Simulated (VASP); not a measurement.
A run of VASP 6.6.1 is set up as follows.

File INCAR:

```
SYSTEM = In
PREC = Accurate
ENCUT = 600
EDIFF = 1E-6
ISMEAR = 0
SIGMA = 0.1
LREAL = .False.
LASPH = .True.
NELM = 60
ALGO = Fast
ISIF = 3
LWAVE = .False.
LCHARG = .False.
GGA = PE
IBRION = 2
NSW = 100
EDIFFG = -0.005
```

File KPOINTS:

```
regular mesh
0
Gamma
  18 18 18
  0 0 0
```

Contents of POSCAR:

```
In
1.0
   -1.6254700000      1.6254700000      2.4737000000
    1.6254700000     -1.6254700000      2.4737000000
    1.6254700000      1.6254700000     -2.4737000000
In
1
Direct
    0.0000000000      0.0000000000      0.0000000000
```

Potentials or basis: VASP PAW PBE potentials, release 64 (In_d).

Launch:

```console
$ cat potpaw_PBE.64/In_d/POTCAR > POTCAR
$ mpirun -np 1 vasp_std > vasp.out
```

Q: Predict the relaxed volume.

A: 27.46 Å³/atom.

Q: Predict the relaxed cell.

A: a = 3.388 Å, b = 3.388 Å, c = 3.388 Å, α = 120.09°, β = 120.09°, γ = 89.85°.

Step by step:
```
step  energy change (eV)  largest force (eV/Å)  pressure (GPa)  volume (Å³)
   1              0.0000                0.0000            1.96        26.14
   2             -0.0081                0.0000            0.15        27.37
   3             -0.0082                0.0000            0.01        27.47
   4             -0.0082                0.0000            0.00        27.49
   5             -0.0082                0.0000            0.01        27.49
   6             -0.0083                0.0000            0.02        27.50
   7             -0.0084                0.0000           -0.01        27.51
   8             -0.0086                0.0000           -0.02        27.53
   9             -0.0096                0.0000           -0.10        27.57
  10             -0.0099                0.0000           -0.68        27.60
  11             -0.0103                0.0000           -0.07        27.59
  12             -0.0103                0.0000           -0.22        27.59
  13             -0.0103                0.0000           -0.14        27.59
  14             -0.0103                0.0000            0.15        27.35
  15             -0.0104                0.0000           -0.07        27.48
  16             -0.0104                0.0000            0.10        27.44
  17             -0.0104                0.0000           -0.01        27.46
```

 Zero-point motion and thermal expansion aren't in these numbers.
